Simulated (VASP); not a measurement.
A run of VASP 6.6.1 is set up as follows.

File INCAR:

```
PREC = Accurate
ENCUT = 600
EDIFF = 1E-6
ISMEAR = 1
SIGMA = 0.15
LREAL = False
LASPH = True
NELM = 120
ALGO = Normal
ISIF = 2
LWAVE = False
LCHARG = False
GGA = PE
NBANDS = 14
GGA_COMPAT = False
```

File KPOINTS:

```
regular mesh
0
Gamma
  11 11 11
```

File POSCAR:

```
HfC
1.0
    0.0000000000      2.3250000000      2.3250000000
    2.3250000000      0.0000000000      2.3250000000
    2.3250000000      2.3250000000      0.0000000000
Hf C
1 1
Direct
    0.5000000000      0.5000000000      0.5000000000
    0.0000000000      0.0000000000      0.0000000000
```

Potentials or basis: VASP PAW PBE potentials, release 64 (Hf_pv, C).

The run is started by

```sh
$ cat potpaw_PBE.64/Hf_pv/POTCAR potpaw_PBE.64/C/POTCAR > POTCAR
$ mpirun -np 1 vasp_std > vasp.out
```

(1) What does it give for the band gap on the k mesh?

(2) Predict the pressure.

Answers

(1) zero (bands 7 and 8 overlap by 1.43 eV).

(2) -0.5 GPa.

Caveat: spin-orbit coupling is left out, which moves the levels of the heavy elements.
